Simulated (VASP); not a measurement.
# H10C6O in VASP: a series of runs

Runs on H10C6O. Level: PBE+D3(BJ). Tasks: single point.

Everything below comes from runs of VASP 6.6.1. Logs are shortened: lines on timing, memory, paths and dates and some standing lists are left out, and cuts for length are marked.

### 1 The cell of the first run

The cell holds a disordered packing, 34 atoms: a = 7.238 Å, b = 7.238 Å, c = 7.238 Å, α = 90.00°, β = 90.00°, γ = 90.00°.

### 2 Single point, PBE+D3(BJ)

Contents of INCAR:

```
  ALGO = Normal
  EDIFF = 1E-6
  ENCUT = 520
  GGA = PE
  ISIF = 2
  ISMEAR = -1
  IVDW = 12
  LASPH = True
  LCHARG = False
  LREAL = Auto
  LWAVE = False
  NBANDS = 63
  NELM = 60
  PREC = Accurate
  SIGMA = 0.02
```

Contents of KPOINTS:

```
k-points
0
Gamma
  1 1 1
```

Contents of POSCAR:

```
H10C6O
1.0
    7.2380700000      0.0000000000      0.0000000000
    0.0000000000      7.2380700000      0.0000000000
    0.0000000000      0.0000000000      7.2380700000
C O H
12 2 20
Direct
    0.0227961321      0.5512242905      0.1387662733
    0.1873842060      0.4676522885      0.2493344220
    0.5351564713      0.0863075378      0.3872026659
    0.7065695690      0.0470981905      0.2738022705
    0.8247778759      0.8667227590      0.8422272788
    0.6706345752      0.9261032292      0.8282318353
    0.2589087975      0.0711791956      0.9961495260
    0.2128053473      0.1796335211      0.8796129355
    0.7257045041      0.3948013766      0.7588348828
    0.7297387287      0.4308192654      0.6021632839
    0.2542252285      0.6950747920      0.6426575040
    0.3061313306      0.6474377838      0.7947975082
    0.3568354548      0.4682463695      0.1713716502
    0.7347538778      0.2148224596      0.1456603763
    0.4283047829      0.3801427729      0.2388067537
    0.1887657898      0.5667671078      0.3747545962
    0.1552761993      0.3211353303      0.2765101747
   -0.1051523403      0.4989451608      0.1899263201
    0.0078059483      0.7031570571      0.2069336163
    0.0472639806      0.5555486476     -0.0106381950
    0.8041784619      0.1519465824      0.0551666397
    0.8420891204      0.0517403120      0.3360840666
    0.6897280629     -0.0646857519      0.1852013037
    0.4895503912     -0.0385738187      0.4589759425
    0.5675269789      0.2077487507      0.4772404799
    0.4219633134      0.1509103946      0.2903950915
    0.5369387143      0.9777468303      0.8565819341
    0.9670533720      0.8278311760      0.8481404573
    0.1768289060      0.3048879052      0.8055462299
    0.2953273455     -0.0193283569      1.1029321352
    0.7432091704      0.5252781474      0.4744634965
    0.7077439152      0.3781947398      0.8997426109
    0.3406156614      0.5573723382      0.9168466180
    0.1909625080      0.7330407139      0.5158971936
```

Potentials or basis: VASP PAW PBE potentials, release 64 (C, O, H).

Command:

```
> cat potpaw_PBE.64/C/POTCAR potpaw_PBE.64/O/POTCAR potpaw_PBE.64/H/POTCAR > POTCAR
> mpirun -np 1 vasp_gam > vasp.out
```

OUTCAR:

```text
EDIFF = 1E-6
   ENCUT = 520
   GGA = PE
   ISIF = 2
   ISMEAR = -1
   IVDW = 12
   LASPH = True
   LREAL = Auto
   NELM = 60
   PREC = Accurate
 IVDW          = 12

 ion  position               nearest neighbor table
   1  0.023  0.551  0.139-  18 1.07  20 1.10  19 1.21   2 1.56
   2  0.187  0.468  0.249-  17 1.10  16 1.16  13 1.35   1 1.56
   3  0.535  0.086  0.387-  24 1.09  25 1.12  26 1.18   4 1.51
   4  0.707  0.047  0.274-  23 1.04  22 1.08   3 1.51  14 1.54
   5  0.825  0.867  0.842-  28 1.07   6 1.20
   6  0.671  0.926  0.828-  27 1.06   5 1.20
   7  0.259  0.071  0.996-  30 1.05   8 1.20
   8  0.213  0.180  0.880-  29 1.08   7 1.20
   9  0.726  0.395  0.759-  32 1.04  10 1.16
  10  0.730  0.431  0.602-  31 1.15   9 1.16
  11  0.254  0.695  0.643-  34 1.06  12 1.21
  12  0.306  0.647  0.795-  33 1.13  11 1.21
  13  0.357  0.468  0.171-  15 0.96   2 1.35
  14  0.735  0.215  0.146-  21 0.94   4 1.54
  15  0.428  0.380  0.239-  13 0.96
  16  0.189  0.567  0.375-   2 1.16
  17  0.155  0.321  0.277-   2 1.10
  18  0.895  0.499  0.190-   1 1.07
  19  0.008  0.703  0.207-   1 1.21
  20  0.047  0.556  0.989-   1 1.10
[... 12 lines left out ...]
  33  0.341  0.557  0.917-  12 1.13
  34  0.191  0.733  0.516-  11 1.06

  LATTYP: Found a simple cubic cell.
 ALAT       =     7.2380700000

  Lattice vectors:

 A1 = (   7.2380700000,   0.0000000000,   0.0000000000)
 A2 = (   0.0000000000,   7.2380700000,   0.0000000000)
 A3 = (   0.0000000000,   0.0000000000,   7.2380700000)

Analysis of symmetry for initial positions (statically):
=====================================================================
 Subroutine PRICEL returns:
 Original cell was already a primitive cell.

 Routine SETGRP: Setting up the symmetry group for a
 simple cubic supercell.

 Subroutine GETGRP returns: Found  1 space group operations
 (whereof  1 operations were pure point group operations)
 out of a pool of 48 trial point group operations.

The static configuration has the point symmetry C_1 .

Analysis of symmetry for dynamics (positions and initial velocities):
=====================================================================
 Subroutine PRICEL returns:
 Original cell was already a primitive cell.

 Routine SETGRP: Setting up the symmetry group for a
 simple cubic supercell.

 Subroutine GETGRP returns: Found  1 space group operations
 (whereof  1 operations were pure point group operations)
 out of a pool of 48 trial point group operations.

The dynamic configuration has the point symmetry C_1 .

 Subroutine INISYM returns: Found  1 space group operations
 (whereof  1 operations are pure point group operations),
 and found     1 'primitive' translations

----------------------------------------------------------------------------------------

                                     Primitive cell

  volume of cell :     379.2000

  direct lattice vectors                    reciprocal lattice vectors
     7.238070000  0.000000000  0.000000000     0.138158376  0.000000000  0.000000000
     0.000000000  7.238070000  0.000000000     0.000000000  0.138158376  0.000000000
     0.000000000  0.000000000  7.238070000     0.000000000  0.000000000  0.138158376

  length of vectors
     7.238070000  7.238070000  7.238070000     0.138158376  0.138158376  0.138158376

  position of ions in fractional coordinates (direct lattice)
     0.022796132  0.551224291  0.138766273
     0.187384206  0.467652288  0.249334422
     0.535156471  0.086307538  0.387202666
     0.706569569  0.047098191  0.273802270
     0.824777876  0.866722759  0.842227279
     0.670634575  0.926103229  0.828231835
[... 26 lines left out ...]
     0.340615661  0.557372338  0.916846618
     0.190962508  0.733040714  0.515897194

  ion indices of the primitive-cell ions
   primitive index   ion index
                 1           1
                 2           2
                 3           3
                 4           4
                 5           5
                 6           6
[... 26 lines left out ...]
                33          33
                34          34

----------------------------------------------------------------------------------------

 KPOINTS: k-points

Automatic generation of k-mesh.
 Grid dimensions read from file:
 generate k-points for:    1    1    1

 Generating k-lattice:

  Cartesian coordinates                     Fractional coordinates (reciprocal lattice)
     0.138158376  0.000000000  0.000000000     1.000000000  0.000000000  0.000000000
     0.000000000  0.138158376  0.000000000     0.000000000  1.000000000  0.000000000
     0.000000000  0.000000000  0.138158376     0.000000000  0.000000000  1.000000000

  Length of vectors
     0.138158376  0.138158376  0.138158376

  Shift w.r.t. Gamma in fractional coordinates (k-lattice)
     0.000000000  0.000000000  0.000000000

 Subroutine IBZKPT returns following result:
 ===========================================

 Found      1 irreducible k-points:

 Following reciprocal coordinates:
            Coordinates               Weight
  0.000000  0.000000  0.000000      1.000000
   k-points           NKPTS =      1   k-points in BZ     NKDIM =      1   number of bands    NBANDS=     63
   number of dos      NEDOS =    301   number of ions     NIONS =     34
   total plane-waves  NPLWV = 157464
   dimension x,y,z NGX =    54 NGY =   54 NGZ =   54
   dimension x,y,z NGXF=   108 NGYF=  108 NGZF=  108
   ions per type =              12   2  20
   NGX,Y,Z   is equivalent  to a cutoff of  12.40, 12.40, 12.40 a.u.
   NGXF,Y,Z  is equivalent  to a cutoff of  24.81, 24.81, 24.81 a.u.
 SYSTEM =  unknown system
   PREC   = accura    normal or accurate (medium, high low for compatibility)
   ISTART =      0    job   : 0-new  1-cont  2-samecut
   ICHARG =      2    charge: 1-file 2-atom 10-const
   ISPIN  =      1    spin polarized calculation?
   LNONCOLLINEAR =      F non collinear calculations
   LSORBIT =      F    spin-orbit coupling
   LASPH  =      T    aspherical Exc in radial PAW
   ENCUT  =  520.0 eV  38.22 Ry    6.18 a.u.  13.46 13.46 13.46*2*pi/ulx,y,z
   NELM   =     60;   NELMIN=  2; NELMDL= -5     # of ELM steps
   EDIFF  = 0.1E-05   stopping-criterion for ELM
   LREAL  =      T    real-space projection
   EDIFFG = 0.1E-04   stopping-criterion for IOM
   NSW    =      0    number of steps for IOM
   IBRION =     -1    ionic relax: 0-MD 1-quasi-New 2-CG
   NFREE  =      0    steps in history (QN), initial steepest desc. (CG)
   ISIF   =      2    stress and relaxation
   ISYM   =      2    0-nonsym 1-usesym 2-fastsym
   POTIM  = 0.5000    time-step for ionic-motion
   TEBEG  =    0.0;   TEEND  =   0.0 temperature during run
   PSTRESS=    0.0 pullay stress
   NELECT =      80.0000    total number of electrons
   NUPDOWN=      -1.0000    fix difference up-down
   EMIN   =  10.00;   EMAX   =-10.00  energy-range for DOS
   EFERMI =   0.00;   METHOD = LEGACY
   ISMEAR =    -1;   SIGMA  =   0.02  broadening in eV -4-tet -1-fermi 0-gaus
   EFERMI_NEDOS =   21; number of points for ismear=-14 and -15
   IALGO  =     38    algorithm
   IMIX   =      4    mixing-type and parameters
     AMIX     =   0.40;   BMIX     =  1.00
     AMIX_MAG =   1.60;   BMIX_MAG =  1.00
  volume/ion in A,a.u.               =      11.15        75.26
  Fermi-wavevector in a.u.,A,eV,Ry     =   0.974575  1.841680 12.922772  0.949797
  Thomas-Fermi vector in A             =   2.105046
   LORBIT       =      0    0 simple, 1 ext, 2 COOP (PROOUT), +10 PAW based schemes
   GGA     = PE    functional components
   LHFCALC =     F    Hartree Fock is set to
   AEXX    =    0.0000 exact exchange contribution
   IVDW    =    12    specifies the selected vdW correction
   LEPSILON=     F    determine dielectric tensor
   LRPA    =     F    only Hartree local field effects (RPA)
 non-spin polarized calculation
  energy-cutoff  :      520.00
  volume of cell :      379.20
 maximum number of plane-waves:      5126
 NGX is ok and might be reduce to    54
   NGX = 27   NGY = 27   NGZ = 27

 number of electron      80.0000017 magnetization

 Free energy of the ion-electron system (eV)
  ---------------------------------------------------
  ext. energy  EPLUGINS =         0.00000000
  ---------------------------------------------------
  free energy    TOTEN  =      -183.06731734 eV

  energy without entropy =     -183.06731734  energy(sigma->0) =     -183.06731734

 E-fermi :  -1.9889     XC(G=0):  -6.8981

 val. band max:       -2.5611630143   @ k =   0.0000   0.0000   0.0000
 cond. band min:       2.3788494047   @ k =   0.0000   0.0000   0.0000
 fundamental gap:      4.9400124190
 Fermi energy:        -1.9889310458

 k-point     1 :       0.0000    0.0000    0.0000
  band No.  band energies     occupation
      1     -23.0119      2.00000
      2     -21.6095      2.00000
      3     -15.4228      2.00000
      4     -15.2104      2.00000
      5     -15.1734      2.00000
      6     -15.0443      2.00000
[... 44 lines left out ...]
     51       4.1987      0.00000
     52       4.3894      0.00000
 [bands above 52 left out]

------------------------ aborting loop because EDIFF is reached ----------------------------------------

 Edisp (eV)   -1.70207

 E8    (eV) :    -0.4044

  FORCE on cell =-STRESS in cart. coord.  units (eV):
  Direction    XX          YY          ZZ          XY          YZ          ZX
  --------------------------------------------------------------------------------------
  -------------------------------------------------------------------------------------
  Total       5.40230    -1.46728    11.60739     0.61260    -0.80524    -1.65934
  in kB      22.82555    -6.19949    49.04296     2.58833    -3.40228    -7.01097
  external pressure =       21.89 kB  Pullay stress =        0.00 kB

 VOLUME and BASIS-vectors are now :
 -----------------------------------------------------------------------------
  energy-cutoff  :      520.00
  volume of cell :      379.20
      direct lattice vectors                 reciprocal lattice vectors
     7.238070000  0.000000000  0.000000000     0.138158376  0.000000000  0.000000000
     0.000000000  7.238070000  0.000000000     0.000000000  0.138158376  0.000000000
     0.000000000  0.000000000  7.238070000     0.000000000  0.000000000  0.138158376

 POSITION                                       TOTAL-FORCE (eV/Angst)
 -----------------------------------------------------------------------------------
      0.16500      3.98980      1.00440         1.534063      3.010350      1.726745
      1.35630      3.38490      1.80470        -3.113744      0.780168      2.028168
      3.87350      0.62470      2.80260        -0.141340      1.726774     -0.818158
      5.11420      0.34090      1.98180        -0.267724      3.413248     -0.381229
      5.96980      6.27340      6.09610         1.074103     -0.088897     -0.131298
      4.85410      6.70320      5.99480        -0.398055      0.060759      0.404505
[... 26 lines left out ...]
      2.46540      4.03430      6.63620         0.086657      1.282562     -0.865194
      1.38220      5.30580      3.73410         0.033125      0.551780     -0.033652
 -----------------------------------------------------------------------------------
    total drift:                                0.019095      0.022639     -0.015765

  FREE ENERGIE OF THE ION-ELECTRON SYSTEM (eV)
  ---------------------------------------------------
  free  energy   TOTEN  =      -184.7693866091 eV

  energy  without entropy=     -184.7693866091  energy(sigma->0) =     -184.76938661
```

Wall time 70 s (1 thread of Intel Xeon 8259CL, shared host); peak memory 0.35 GiB.

Results:

* Free energy: -184.7694 eV
* Pressure: 2.2 GPa
* Largest force: 7.702 eV/Å
* Band gap on the k mesh: 4.94 eV
* Dispersion energy per atom: -0.050 eV

Forces in eV/Å, atoms in the order of the input:
```
C    1.534  3.010  1.727
C   -3.114  0.780  2.028
C   -0.141  1.727 -0.818
C   -0.268  3.413 -0.381
C    1.074 -0.089 -0.131
C   -0.398  0.061  0.405
C   -0.195 -0.161 -0.054
C   -0.346  1.324 -0.460
C   -0.155 -0.768  3.630
C    0.664  3.466 -6.846
C   -0.083  0.122  0.739
C    0.156 -1.416  0.444
O    1.996  1.193 -1.940
O   -1.327 -0.581  1.818
H    0.919 -0.442  0.066
H    0.011 -2.165 -0.777
H   -0.448  0.154  0.754
H   -0.702 -1.093 -0.378
H    0.355 -1.559 -1.819
H   -0.585  0.025  0.137
H    1.060 -0.325 -1.728
H    0.101 -0.704  1.187
H   -0.130 -1.842 -1.083
H   -0.278  0.254  0.245
H   -0.233 -0.957  0.263
H    1.130 -1.460  0.964
H   -0.645  0.229 -0.367
H    0.088 -0.167 -0.125
H    0.048 -0.610 -0.201
H    0.207 -0.788  0.447
H   -0.255 -1.901  1.661
H   -0.159 -0.564  1.493
H    0.087  1.283 -0.865
H    0.033  0.552 -0.034
```

Stress tensor (GPa, compression positive):
```
 2.28  0.26 -0.70
 0.26 -0.62 -0.34
-0.70 -0.34  4.90
```

Caveat: the k points lie up to 0.87 Å⁻¹ apart.

[end of part 1 of 3]
